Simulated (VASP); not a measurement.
Rh, 1 atom in the cell. It takes space group Fm-3m (No. 225, cubic). Conventional cell: a = 3.803 Å, b = 3.803 Å, c = 3.803 Å, α = 90.00°, β = 90.00°, γ = 90.00°. Within 3.5 Å of Rh (site symmetry m-3m) lie 12 Rh at 2.69 Å. 

```yaml
Program: VASP 6.6.1
Task: single point
Functional: PBE
Potentials_or_basis: VASP PAW PBE potentials, release 64 (Rh_pv)
Cutoff: 520 eV
k_mesh: 16 × 16 × 16
Occupations: fermi-dirac, width 0.08 eV
Spin: no spin polarisation
Dipole_correction: no
Further_INCAR_settings: ALGO = Normal; EDIFF = 1e-07; NBANDS = 14
```

Potentials or basis: VASP PAW PBE potentials, release 64 (Rh_pv).

Launch:

```console
$ cat potpaw_PBE.64/Rh_pv/POTCAR > POTCAR
$ mpirun -np 1 vasp_std > vasp.out
```

Hardware: 1 thread of Intel Xeon 8259CL, with other jobs on the host.

Question: Estimate the wall time of this run.

Answer: It took 33 s on 1 thread of Intel Xeon 8259CL, with other jobs on the host, peak memory 0.14 GiB. Counts: scf iterations 12, k points 145.
